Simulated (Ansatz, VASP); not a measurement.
## Two plane-wave programs on ZrC

Contents of INCAR:

```
SYSTEM = ZrC
  PREC = Accurate
  ENCUT = 600
  EDIFF = 1E-6
  ISMEAR = -1
  SIGMA = 0.05
  LREAL = .FALSE.
  LASPH = .TRUE.
  NELM = 100
  ALGO = Normal
  ISIF = 3
  LWAVE = .FALSE.
  LCHARG = .FALSE.
  GGA = PE
  IBRION = 2
  NSW = 100
  EDIFFG = -0.005
```

File KPOINTS:

```
regular mesh
0
G
  13 13 7
  0 0 0
```

The input POSCAR:

```
ZrC
1.0
    3.5370519206      0.0000000000      0.0000000000
   -1.7685259603      3.0631768178      0.0000000000
    0.0000000000      0.0000000000      5.7653946306
Zr C
2 2
Direct
    0.3333333333      0.6666666667      0.0000000000
    0.6666666667      0.3333333333      0.5000000000
    0.3333333333      0.6666666667      0.3760000000
    0.6666666667      0.3333333333      0.8760000000
```

Input for Ansatz:

```yaml
crystal:
  lattice:
    - [3.5370519206, 0.0, 0.0]
    - [-1.7685259603, 3.0631768178, 0.0]
    - [0.0, 0.0, 5.7653946306]
  atoms:
    - { symbol: Zr, position: [0.3333333333, 0.6666666667, 0.0] }
    - { symbol: Zr, position: [0.6666666667, 0.3333333333, 0.5] }
    - { symbol: C, position: [0.3333333333, 0.6666666667, 0.376] }
    - { symbol: C, position: [0.6666666667, 0.3333333333, 0.876] }
kpoints:
  mp_grid: { grid: [13, 13, 7] }
scf:
  occupations: { method: fermi_dirac, width: 0.05 }
hamiltonian:
  xc: pbe
  pseudopotentials: { kind: paw }
output:
  forces: true
  stress: true
relax:
  f_tol: 0.005
  max_steps: 80
  cell: {}
```

Alike in both runs: task relaxation of cell and atoms; functional PBE; k mesh 13 × 13 × 7; occupations fermi-dirac, width 0.05 eV; no spin polarisation.

|  | VASP | Ansatz |
| --- | --- | --- |
| version | VASP 6.6.1 | Ansatz 0.2.0 |
| potentials or method | VASP PAW PBE potentials, release 64 (Zr_sv, C) | PAW with Ansatz's default frozen-core files, scalar-relativistic |
| plane-wave cutoff (eV) | 600 | 420 |
| valence electrons in the cell | 32 | 32 |

Ansatz gave:

* relaxed volume (Å³/atom): 15.43
* relaxed cell length with the largest relative difference (Å): 4.714

Question: Estimate VASP's values.

Answer: Relaxed volume (Å³/atom): 15.44; relaxed cell length with the largest relative difference (Å): 4.716.
